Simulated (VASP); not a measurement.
A run of VASP 6.6.1 is set up as follows.

File INCAR:

```
ALGO     = Normal         # electronic algorithm
EDIFF    = 1E-6           # SCF threshold, eV
EDIFFG   = -0.02          # ionic threshold
ENCUT    = 600            # plane-wave cutoff, eV
GGA      = PS             # functional
IBRION   = 2              # ionic algorithm
ISIF     = 3              # what is computed and relaxed
ISMEAR   = 1              # smearing method
LASPH    = T              # aspherical terms in the spheres
LCHARG   = F              # write CHGCAR
LREAL    = F              # projectors in reciprocal space
LWAVE    = F              # write WAVECAR
NELM     = 100            # most SCF steps
NSW      = 80             # ionic steps
PREC     = Accurate       # precision mode
SIGMA    = 0.05           # smearing width, eV
```

File KPOINTS:

```
k-points
0
Gamma
  6 6 4
```

POSCAR

```
Na
1.0
    3.8100000000      0.0000000000      0.0000000000
   -1.9050000000      3.2995567884      0.0000000000
    0.0000000000      0.0000000000      6.2217300000
Na
2
Direct
    0.3333333333      0.6666666667      0.2500000000
    0.6666666667      0.3333333333      0.7500000000
```

Potentials or basis: VASP PAW PBE potentials, release 64 (Na_pv).

Command:

```bash
$ cat potpaw_PBE.64/Na_pv/POTCAR > POTCAR
$ mpirun -np 1 vasp_std > vasp.out
```

Q: What does it give for the space group after relaxing (to 0.1 Å)?

A: P6_3/mmc (No. 194).

Q: What does it give for the relaxed volume?

A: 36.49 Å³/atom.

Q: What does it give for the relaxed cell?

A: a = 3.767 Å, b = 3.767 Å, c = 5.940 Å, α = 90.00°, β = 90.00°, γ = 120.00°.

Q: Estimate the band gap on the k mesh.

A: Zero (bands 7 and 8 overlap by 4.24 eV).

Final structure:
```
Na
1.0
     3.76666    0.00000    0.00000
    -1.88333    3.26202    0.00000
     0.00000    0.00000    5.93997
Na
2
Cartesian
  0.0000 2.1747 1.4850
  1.8833 1.0873 4.4550
```

Caveat: the PAW data sets were made with another functional, which shifts forces and pressure a little.
